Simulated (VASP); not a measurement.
H14CO7: single point with PBE+D3(BJ)

The system is H14CO7.

```
O H C
1.0
     6.79183    0.00000    0.00000
     0.00000    6.79183    0.00000
     0.00000    0.00000    6.79183
O H C
7 14 1
Direct
  0.30855 0.76702 0.71231
  0.45377 0.29672 0.96691
  0.71221 0.53373 0.47130
  0.63871 0.17830 0.30793
  0.06530 0.44776 0.69441
  0.30568 0.14687 0.56836
  0.75455 0.83421 0.08209
  0.22448 0.65096 0.68846
  0.36918 0.72325 0.83138
  0.31133 0.31395 0.95731
  0.47482 0.19076 0.87596
  0.58567 0.60144 0.47980
  0.69774 0.42503 0.37956
  0.55082 0.23349 0.20357
  0.72885 0.07971 0.24559
  0.93850 0.47369 0.64251
  0.12770 0.33674 0.62758
  0.44202 0.17867 0.52548
  0.31447 0.01013 0.61406
  0.84759 0.58034 0.95504
  0.00759 0.67955 0.17992
  0.87404 0.69668 0.07380
```

```yaml
Program: VASP 6.6.1
Task: single point
Functional: PBE
Dispersion: D3(BJ)
Potentials_or_basis: VASP PAW PBE potentials, release 64 (O_h, H_h, C_h)
Cutoff: 1000 eV
k_mesh: 1 × 1 × 1
Occupations: fermi-dirac, width 0.02 eV
Spin: no spin polarisation
```

```
Pressure                   : -0.8 GPa
Largest force              : 1.877 eV/Å
Dispersion energy per atom : -0.026 eV
```

Forces in eV/Å, atoms in the order of the input:
```
O   -0.035 -0.087 -0.369
O   -0.502  0.595  0.586
O    0.108  0.896  0.483
O    0.386  0.008 -0.314
O    1.524  0.201  1.077
O    0.847  0.427 -0.005
O    1.446 -0.967  0.177
H   -0.641 -0.137 -0.403
H    0.768  0.161  0.787
H    0.112  0.109 -0.025
H    0.202 -0.466 -0.547
H    0.264 -0.134  0.051
H   -0.178 -0.716 -0.076
H    0.509 -0.757 -0.151
H   -0.960  0.559  0.187
H   -1.462  0.128 -0.949
H    0.059 -0.417 -0.202
H   -0.691 -0.283 -0.185
H   -0.254 -0.271  0.015
H    0.467  0.418  0.872
H   -1.066  0.275 -0.866
C   -0.903  0.459 -0.145
```

Stress tensor (GPa, compression positive):
```
-1.73  1.09  0.08
 1.09 -0.57  0.41
 0.08  0.41 -0.02
```

Levels at points of the mesh, in eV from the Fermi level:
| k point | band 28 | band 29 | band 30 | band 31 | band 32 | band 33 |
| --- | --- | --- | --- | --- | --- | --- |
| (0.00, 0.00, 0.00) | -1.04 | -0.91 | -0.47 | 3.13 | 3.97 | 6.61 |

Run time: 60 s on 1 thread of Intel(R) Xeon(R) Platinum 8375C CPU @ 2.90GHz (Ice Lake) (shared host), peak memory 0.63 GiB.

Caveat: the k points lie up to 0.93 Å⁻¹ apart, too coarse for converged energies, forces and pressures; the atoms stand as in a frame of molecular dynamics.
